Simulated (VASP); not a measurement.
Crystal: TaSi2.

```
CELL_PARAMETERS angstrom
4.78390 0.00000 0.00000
-2.39195 4.14298 0.00000
0.00000 0.00000 6.57000
ATOMIC_POSITIONS crystal
Ta 0.00000 0.50000 0.33333
Ta 0.50000 0.50000 0.66667
Ta 0.50000 0.00000 0.00000
Si 0.31794 0.15897 0.33333
Si 0.15897 0.84103 0.66667
Si 0.84103 0.68206 0.00000
Si 0.68206 0.84103 0.33333
Si 0.84103 0.15897 0.66667
Si 0.15897 0.31794 0.00000
```

Base run:

- Program: VASP 6.6.1
- Functional: revPBE
- Potentials or basis: VASP PAW PBE potentials, release 64 (Ta_pv, Si)
- Cutoff: 520 eV
- k mesh: 7 × 7 × 4
- Occupations: fermi-dirac, width 0.05 eV
- Spin: no spin polarisation

Its results: band gap on the k mesh zero (an odd number of electrons rules out a gap without spin polarisation); pressure 4.3 GPa; largest force 0.014 eV/Å.

Problem. The run is repeated on the same cell with these changes: functional from revPBE to r2SCAN. What comes out?

Solution. Band gap on the k mesh zero (an odd number of electrons rules out a gap without spin polarisation); pressure -0.6 GPa; largest force 0.041 eV/Å.

Caveats: the PAW data sets were made with another functional, which shifts forces and pressure a little; spin-orbit coupling is left out, which moves the levels of the heavy elements; the cell stands under pressure (at least some runs).
